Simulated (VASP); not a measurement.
# WSe2: single point with r2SCAN

WSe2, a slab with vacuum:

```xyz
3
Lattice="3.3144 0.0000 0.0000 -1.6572 2.8129 0.0000 0.0000 0.0000 16.6587" Properties=species:S:1:pos:R:3 pbc="T T T"
W     0.0000    0.0000    0.0000
Se    0.0000    1.8753    1.6609
Se    0.0000    1.8753   14.9978
```

This cell differs from its parent crystal: strain -0.0200 x Voigt [0, 1, 0, 0, 0, 0].

| Item | Value |
| --- | --- |
| Program | VASP 6.6.1 |
| Task | single point |
| Functional | r2SCAN |
| Potentials or basis | VASP PAW PBE potentials, release 64 (W_sv, Se) |
| Cutoff | 520 eV |
| k mesh | 12 × 12 × 2 |
| Occupations | gaussian, width 0.05 eV |
| Spin | no spin polarisation |

```yaml
Largest_force: 0.283 eV/Å
Band_gap_on_the_k_mesh: 1.75 eV
```

Forces on the atoms (eV/Å):
```
W    0.000 -0.157  0.000
Se   0.000  0.079  0.272
Se   0.000  0.079 -0.272
```

Levels at points of the mesh, in eV from the valence-band top:
```
           k point  band 9  band 10  band 11  band 12  band 13  band 14  band 15  band 16  band 17  band 18
(0.00, 0.00, 0.00)   -2.42    -2.33    -1.38    -1.29    -0.34     3.09     3.28     3.29     3.46     4.90
(0.50, 0.00, 0.00)   -4.46    -3.15    -2.31    -1.09    -0.96     2.59     3.02     4.13     4.79     4.86
(0.00, 0.50, 0.00)   -4.42    -3.36    -2.26    -1.19    -1.01     2.64     3.02     4.10     4.68     4.96
(0.00, 0.00, 0.50)   -2.42    -2.33    -1.38    -1.29    -0.34     3.09     3.28     3.29     3.46     5.04
(0.50, 0.00, 0.50)   -4.46    -3.15    -2.31    -1.09    -0.96     2.59     3.02     4.13     4.79     4.86
(0.00, 0.50, 0.50)   -4.42    -3.36    -2.26    -1.19    -1.01     2.64     3.02     4.10     4.68     4.96
```

Wall time 17 min on 1 thread of Oxide Virtual Turin-like Processor, with other jobs on the host, peak memory 0.46 GiB.

Caveat: the cell differs from its parent crystal (strain -0.0200 x Voigt [0, 1, 0, 0, 0, 0]); there is no dipole correction, which matters where the two faces differ; the PAW data sets were made with another functional, which shifts forces and pressure a little; spin-orbit coupling is left out, which moves the levels of the heavy elements.
